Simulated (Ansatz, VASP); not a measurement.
Ti in VASP and in Ansatz

POSCAR

```
Ti
1.0
    2.9350879604      0.0000000000      0.0000000000
   -1.4675439802      2.5418607360      0.0000000000
    0.0000000000      0.0000000000      4.8240000000
Ti
2
Direct
    0.3333333333      0.6666666667      0.2500000000
    0.6666666667      0.3333333333      0.7500000000
```

INCAR.step1

```
PREC = Accurate
ENCUT = 520
ISMEAR = 1
SIGMA = 0.05
LREAL = False
LASPH = True
NELM = 60
NBANDS = 19
GGA = PE
ALGO = Normal
EDIFF = 1E-4
LWAVE = True
LCHARG = False
```

INCAR.step2

```
PREC = Accurate
ENCUT = 520
EDIFF = 1E-7
ISMEAR = 1
SIGMA = 0.05
LREAL = False
LASPH = True
NELM = 60
ALGO = Normal
ISIF = 2
LWAVE = False
LCHARG = False
METAGGA = R2SCAN
LMIXTAU = True
NBANDS = 19
ISTART = 1
```

File KPOINTS:

```
Automatic mesh
0
Gamma
  18 18 10
```

Input for Ansatz:

```yaml
crystal:
  lattice:
    - [2.9350879604, 0.0, 0.0]
    - [-1.4675439802, 2.541860736, 0.0]
    - [0.0, 0.0, 4.824]
  atoms:
    - { symbol: Ti, position: [0.3333333333, 0.6666666667, 0.25] }
    - { symbol: Ti, position: [0.6666666667, 0.3333333333, 0.75] }
basis:
  ecutwfc: 520.0
kpoints:
  mp_grid: { grid: [18, 18, 10] }
hamiltonian:
  xc: r2scan
scf:
  occupations: { method: cold, width: 0.05 }
output:
  forces: true
  stress: true
  eigenvalues: true
```

Alike in both runs: task single point; functional r2SCAN; k mesh 18 × 18 × 10; no spin polarisation.

|  | VASP | Ansatz |
| --- | --- | --- |
| version | VASP 6.6.1 | Ansatz 0.2.0 |
| potentials or method | VASP PAW PBE potentials, release 64 (Ti_sv), cutoff 520 eV | scalar-relativistic, plane waves, PAW |
| occupations | methfessel-paxton of order 1, width 0.05 eV | cold, width 0.05 eV |
| valence electrons in the cell | 24 | 24 |

Ansatz gave:

```
gap on the k mesh at the Fermi level (eV)                     : none
pressure (GPa)                                                : -4.3
traceless stress, the component that is largest in VASP (GPa) : -3.18
```

**Question.** Which values does VASP return?

**Answer.** gap on the k mesh at the Fermi level (eV): none; pressure (GPa): -3.9; traceless stress, the component that is largest in VASP (GPa): -3.18.

VASP's potentials were made for PBE, not for r2SCAN. A gap of «none» marks a metal or a gap that the smearing closes.
